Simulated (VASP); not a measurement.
# BAs (r.Ae) in VASP: single point with PBEsol

Aim: the single point of BAs (r.Ae) with PBEsol.

All numbers are computed with VASP 6.6.1; they aren't measurements. Logs are shortened: lines on timing, memory, paths and dates and some standing lists are left out, and cuts for length are marked.

## 1. The cell of the first run

The cell holds a sheet with vacuum, 2 atoms: a = 3.356 Å, b = 3.356 Å, c = 16.000 Å, α = 90.00°, β = 90.00°, γ = 120.00°.

## 2. Single point, PBEsol

The input, INCAR:

```
SYSTEM = BAs
PREC = Accurate ; ENCUT = 420
EDIFF = 1E-6 ; ISMEAR = 0
SIGMA = 0.03 ; LREAL = .FALSE.
LASPH = .TRUE. ; NELM = 120
ALGO = Normal ; ISIF = 2
LWAVE = .FALSE. ; LCHARG = .FALSE.
LDIPOL = .TRUE. ; IDIPOL = 3
DIPOL = 0.5 0.5 0.500 ; GGA = PS
NBANDS = 11 ; GGA_COMPAT = .FALSE.
NELMDL = -8
```

The input, KPOINTS:

```
Automatic mesh
0
G
  12 12 1
  0 0 0
```

The input, POSCAR:

```
BAs
1.0
    3.3562573377      0.0000000000      0.0000000000
   -1.6781286689      2.9066041161      0.0000000000
    0.0000000000      0.0000000000     16.0000000000
B As
1 1
Direct
    0.3333333333      0.6666666667      0.5000000000
    0.6666666667      0.3333333333      0.5000000000
```

Potentials or basis: VASP PAW PBE potentials, release 64 (B, As).

On the command line:

```console
> cat potpaw_PBE.64/B/POTCAR potpaw_PBE.64/As/POTCAR > POTCAR
> mpirun -np 1 vasp_std > vasp.out
```

OUTCAR:

```text
SYSTEM = BAs
   PREC = Accurate
   ENCUT = 420
   EDIFF = 1E-6
   ISMEAR = 0
   LREAL = .FALSE.
   LASPH = .TRUE.
   NELM = 120
   ISIF = 2
   GGA = PS
   NELMDL = -8

 ion  position               nearest neighbor table
   1  0.333  0.667  0.500-   2 1.94   2 1.94   2 1.94
   2  0.667  0.333  0.500-   1 1.94   1 1.94   1 1.94

  LATTYP: Found a hexagonal cell.
 ALAT       =     3.3562573377
 C/A-ratio  =     4.7672149034

  Lattice vectors:

 A1 = (   3.3562573377,   0.0000000000,   0.0000000000)
 A2 = (  -1.6781286689,   2.9066041161,   0.0000000000)
 A3 = (   0.0000000000,   0.0000000000,  16.0000000000)

Analysis of symmetry for initial positions (statically):
=====================================================================
 Subroutine PRICEL returns:
 Original cell was already a primitive cell.

 Routine SETGRP: Setting up the symmetry group for a
 hexagonal supercell.

 Subroutine GETGRP returns: Found 12 space group operations
 (whereof 12 operations were pure point group operations)
 out of a pool of 24 trial point group operations.

The static configuration has the point symmetry D_3h.

Analysis of symmetry for dynamics (positions and initial velocities):
=====================================================================
 Subroutine PRICEL returns:
 Original cell was already a primitive cell.

 Routine SETGRP: Setting up the symmetry group for a
 hexagonal supercell.

 Subroutine GETGRP returns: Found 12 space group operations
 (whereof 12 operations were pure point group operations)
 out of a pool of 24 trial point group operations.

The dynamic configuration has the point symmetry D_3h.

 Subroutine INISYM returns: Found 12 space group operations
 (whereof 12 operations are pure point group operations),
 and found     1 'primitive' translations

----------------------------------------------------------------------------------------

                                     Primitive cell

  volume of cell :     156.0850

  direct lattice vectors                    reciprocal lattice vectors
     3.356257338  0.000000000  0.000000000     0.297950931  0.172022050  0.000000000
    -1.678128669  2.906604116  0.000000000     0.000000000  0.344044101  0.000000000
     0.000000000  0.000000000 16.000000000     0.000000000  0.000000000  0.062500000
[... 89 lines left out ...]
   NELECT =       8.0000    total number of electrons
   NUPDOWN=      -1.0000    fix difference up-down
   EMIN   =  10.00;   EMAX   =-10.00  energy-range for DOS
   EFERMI =   0.00;   METHOD = LEGACY
   ISMEAR =     0;   SIGMA  =   0.03  broadening in eV -4-tet -1-fermi 0-gaus
   EFERMI_NEDOS =   21; number of points for ismear=-14 and -15
   IALGO  =     38    algorithm
   IMIX   =      4    mixing-type and parameters
     AMIX     =   0.40;   BMIX     =  1.00
     AMIX_MAG =   1.60;   BMIX_MAG =  1.00
  volume/ion in A,a.u.               =      78.04       526.66
  Fermi-wavevector in a.u.,A,eV,Ry     =   0.608113  1.149167  5.031458  0.369802
  Thomas-Fermi vector in A             =   1.662823
   LORBIT       =      0    0 simple, 1 ext, 2 COOP (PROOUT), +10 PAW based schemes
   GGA     = PS    functional components
   LHFCALC =     F    Hartree Fock is set to
   AEXX    =    0.0000 exact exchange contribution
   IVDW    =     0    specifies the selected vdW correction
   LEPSILON=     F    determine dielectric tensor
   LRPA    =     F    only Hartree local field effects (RPA)
 non-spin polarized calculation
 Gauss-broadening in eV      SIGMA  =   0.03
  energy-cutoff  :      420.00
  volume of cell :      156.08
 maximum number of plane-waves:      3091
 NGX is ok and might be reduce to    24
   NGX = 11   NGY = 11   NGZ = 53

 dipolmoment           0.000000      0.000000     -0.000000 electrons x Angstroem

 number of electron       8.0000000 magnetization

 dipolmoment           0.000000      0.000000      0.000000 electrons x Angstroem

 Free energy of the ion-electron system (eV)
  ---------------------------------------------------
  ext. energy  EPLUGINS =         0.00000000
  ---------------------------------------------------
  free energy    TOTEN  =       -11.24771068 eV

  energy without entropy =      -11.24771068  energy(sigma->0) =      -11.24771068

 E-fermi :  -2.9480     XC(G=0):  -2.6886

 val. band max:       -3.0885822998   @ k =   0.3333   0.3333   0.0000
 cond. band min:      -2.3570010245   @ k =   0.3333   0.3333   0.0000
 fundamental gap:      0.7315812753
 Fermi energy:        -2.9479548869

 k-point     1 :       0.0000    0.0000    0.0000
  band No.  band energies     occupation
      1     -17.0388      2.00000
      2      -7.1332      2.00000
      3      -4.5780      2.00000
      4      -4.5780      2.00000
      5       0.6071      0.00000
      6       1.0248      0.00000
      7       1.7588      0.00000
      8       1.7847      0.00000
      9       1.7847      0.00000
     10       2.1654      0.00000
     11       3.9101      0.00000
[... 239 lines left out ...]
 k-point    19 :       0.3333    0.3333    0.0000
  band No.  band energies     occupation
      1     -14.0577      2.00000
      2     -11.0048      2.00000
      3      -9.2190      2.00000
      4      -3.0886      2.00000
      5      -2.3570      0.00000
      6       3.2415      0.00000
      7       3.6726      0.00000
      8       5.4012      0.00000
      9       6.1964      0.00000
     10       6.6042      0.00000
     11       7.0567      0.00000

------------------------ aborting loop because EDIFF is reached ----------------------------------------

 vacuum level on the upper side and lower side of the slab       (xc-potential included)        -0.182        -0.182

  FORCE on cell =-STRESS in cart. coord.  units (eV):
  Direction    XX          YY          ZZ          XY          YZ          ZX
  --------------------------------------------------------------------------------------
  -------------------------------------------------------------------------------------
  Total        0.4395721      0.4395721     -0.0062160     -0.0000000      0.0000000      0.0000000
  in kB        4.5121086      4.5121086     -0.0638063     -0.0000000      0.0000000      0.0000000
  external PRESSURE =       2.9868036 kB  Pullay stress =       0.0000000 kB

 VOLUME and BASIS-vectors are now :
 -----------------------------------------------------------------------------
  energy-cutoff  :      420.00
  volume of cell :      156.08
      direct lattice vectors                 reciprocal lattice vectors
     3.356257338  0.000000000  0.000000000     0.297950931  0.172022050  0.000000000
    -1.678128669  2.906604116  0.000000000     0.000000000  0.344044101  0.000000000
     0.000000000  0.000000000 16.000000000     0.000000000  0.000000000  0.062500000

 POSITION                                       TOTAL-FORCE (eV/Angst)
 -----------------------------------------------------------------------------------
     -0.00000      1.93774      8.00000        -0.000000     -0.000000      0.000000
      1.67813      0.96887      8.00000         0.000000      0.000000      0.000000
 -----------------------------------------------------------------------------------
    total drift:                                0.000000     -0.000000      0.000000

  FREE ENERGIE OF THE ION-ELECTRON SYSTEM (eV)
  ---------------------------------------------------
  free  energy   TOTEN  =       -11.2477106808 eV

  energy  without entropy=      -11.2477106808  energy(sigma->0) =      -11.24771068

 vacuum level on the upper side and lower side of the slab         1.747         1.747
```

Run time: 57 s. Hardware: 1 thread of Intel Xeon 8259CL, shared host; peak memory 0.23 GiB.

Results:

| Property | Result |
| --- | --- |
| Free energy | -11.2477 eV |
| Band gap on the k mesh | 0.73 eV, direct |

Caveat: the PAW data sets were made with another functional, which shifts forces and pressure a little.
